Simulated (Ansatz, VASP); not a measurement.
**Ru in VASP and in Ansatz**

```
CELL_PARAMETERS angstrom
4.21197 0.00000 0.00000
-2.10598 3.64767 0.00000
0.00000 0.00000 2.64693
ATOMIC_POSITIONS crystal
Ru 0.00000 0.00000 0.00000
Ru 0.33333 0.66667 0.50000
Ru 0.66667 0.33333 0.50000
```

Alike in both runs: task single point; functional PBE; k mesh 10 × 10 × 13; occupations fermi-dirac, width 0.1 eV; no spin polarisation.

|  | VASP | Ansatz |
| --- | --- | --- |
| version | VASP 6.6.1 | Ansatz 0.2.0 |
| potentials or method | VASP PAW PBE potentials, release 64 (Ru_pv), cutoff 520 eV | plane waves (420 eV) with PAW, scalar-relativistic |
| valence electrons in the cell | 42 | 48 |

Ansatz gave:

- pressure (GPa): 13.2
- traceless stress, the component that is largest in VASP (GPa): -0.69

Problem. Estimate VASP's values.

Solution. Pressure (GPa): 13.2; traceless stress, the component that is largest in VASP (GPa): -0.83.

VASP's potentials hold 42 valence electrons a cell and Ansatz's 48, so a difference there can come from the potentials and not from the codes.
